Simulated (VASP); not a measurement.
Runs of VASP 6.6.1 on MgO2. The structure is that of space group R-3m (No. 166), or close to it. The cells are those of the table. 

| cell | gap on the mesh (eV) | pressure (GPa) | largest force (eV/Å) |
| --- | --- | --- | --- |
| a = 3.968 Å, angles 48.5°, 3 atoms | (c) | -8.4 | 0.22 |
| a = 4.074 Å, angles 47.9°, 3 atoms | 2.40 | -14.9 | 0.37 |
| a = 3.883 Å, angles 47.3°, 3 atoms | 3.16 | 4.3 | 0.06 |
| a = 3.876 Å, angles 49.7°, 3 atoms | (a) | -2.8 | 1.24 |
| a = 3.896 Å, angles 47.9°, 3 atoms | (b) | 0.4 | 0.30 |

Alike in all rows: task single point; level r2SCAN; potentials or basis VASP PAW PBE potentials, release 64 (Mg, O); no spin polarisation; k mesh 12 × 12 × 12; cutoff (eV) 520; smearing gaussian 0.05 eV.

Question: Estimate the missing entries.

Answer: (a) 3.59; (b) 3.21; (c) 2.95.

Caveats: the PAW data sets were made with another functional, which shifts forces and pressure a little; the cell stands under tension (at least some runs); the cell stands under pressure (at least some runs).

A k mesh can miss the band edges.
